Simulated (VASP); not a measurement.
**PbSe: relaxation of cell and atoms with revPBE**

Crystal: PbSe.

```xyz
2
Lattice="3.7843 0.0000 0.0000 0.0000 3.7843 0.0000 0.0000 0.0000 3.7843" Properties=species:S:1:pos:R:3 pbc="T T T"
Pb    0.0000    0.0000    0.0000
Se    1.8922    1.8922    1.8922
```

* Program: VASP 6.6.1
* Task: relaxation of cell and atoms
* Functional: revPBE
* Potentials or basis: VASP PAW PBE potentials, release 64 (Pb_d, Se)
* Cutoff: 600 eV
* k mesh: 7 × 7 × 7
* Occupations: fermi-dirac, width 0.05 eV
* Spin: no spin polarisation
* Dipole correction: no
* Further INCAR settings: ALGO = Normal; EDIFF = 1e-07; IBRION = 2; EDIFFG = -0.01; NSW = 60; ISIF = 3

* Relaxed volume: 27.81 Å³/atom
* Relaxed cell: a = 3.817 Å, b = 3.817 Å, c = 3.817 Å, α = 90.00°, β = 90.00°, γ = 90.00°
* Space group after relaxing (to 0.05 Å): Pm-3m (No. 221)
* Energy gained by relaxing: 2.6 meV/atom
* Ionic steps: 3
* Pressure after relaxing: 0.0 GPa
* Band gap on the k mesh: zero (band 10 reaches 5.12 eV, above the bottom of band 11 at 5.09 eV)

The path:
| step | energy change (eV) | largest force (eV/Å) | pressure (GPa) | volume (Å³) |
| --- | --- | --- | --- | --- |
| 1 | 0.0000 | 0.0000 | 1.19 | 54.20 |
| 2 | -0.0051 | 0.0000 | -0.13 | 55.78 |
| 3 | -0.0052 | 0.0000 | 0.01 | 55.62 |

Final structure:
```cif
data_structure
_symmetry_space_group_name_H-M 'P 1'
_symmetry_Int_Tables_number 1
_cell_length_a 3.8172
_cell_length_b 3.8172
_cell_length_c 3.8172
_cell_angle_alpha 90.000
_cell_angle_beta 90.000
_cell_angle_gamma 90.000
_cell_volume 55.62
loop_
_atom_site_label
_atom_site_type_symbol
_atom_site_fract_x
_atom_site_fract_y
_atom_site_fract_z
_atom_site_occupancy
Pb1 Pb 0.00000 0.00000 0.00000 1
Se1 Se 0.50000 0.50000 0.50000 1
```

Levels at points of the mesh, in eV from the Fermi level:
```
           k point  band 6  band 7  band 8  band 9  band 10  band 11  band 12  band 13  band 14
(0.00, 0.00, 0.00)  -13.00   -7.08   -1.40   -1.40    -1.40     5.20     5.20     5.93     5.93
```

Wall time 22 s on 1 thread of Intel(R) Xeon(R) 6975P-C (Granite Rapids), on a shared host, peak memory 0.17 GiB.

Caveat: the PAW data sets were made with another functional, which shifts forces and pressure a little; spin-orbit coupling is left out, which moves the levels of the heavy elements.
